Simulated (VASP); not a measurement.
Crystal: CdS.

```
Cd S
1.0
     0.00000    2.91000    2.91000
     2.91000    0.00000    2.91000
     2.91000    2.91000    0.00000
Cd S
1 1
Direct
  0.00000 0.00000 0.00000
  0.75000 0.75000 0.75000
```

```yaml
Program: VASP 6.6.1
Task: relaxation of cell and atoms
Functional: PBE
Dispersion: D3(BJ)
Potentials_or_basis: VASP PAW PBE potentials, release 64 (Cd, S)
Cutoff: 600 eV
k_mesh: 8 × 8 × 8
Occupations: gaussian, width 0.02 eV
Spin: no spin polarisation
```

At the start: pressure 1.4 GPa; volume 24.64 Å³/atom.

Task: How do energy, volume and symmetry change on relaxing?

Result: Over 3 steps the energy falls by 2.3 meV/atom and the volume is 25.19 Å³/atom (+2.2 %); space group F-43m (No. 216, to 0.05 Å).

Step by step:
| step | energy change (eV) | largest force (eV/Å) | pressure (GPa) | volume (Å³) |
| --- | --- | --- | --- | --- |
| 1 | 0.0000 | 0.0000 | 1.37 | 49.28 |
| 2 | -0.0040 | 0.0000 | -0.48 | 50.81 |
| 3 | -0.0046 | 0.0000 | 0.03 | 50.38 |

Final structure:
```xyz
2
Lattice="0.0000 2.9315 2.9315 2.9315 0.0000 2.9315 2.9315 2.9315 0.0000" Properties=species:S:1:pos:R:3 pbc="T T T"
Cd    0.0000    0.0000    0.0000
S     4.3972    4.3972    4.3972
```
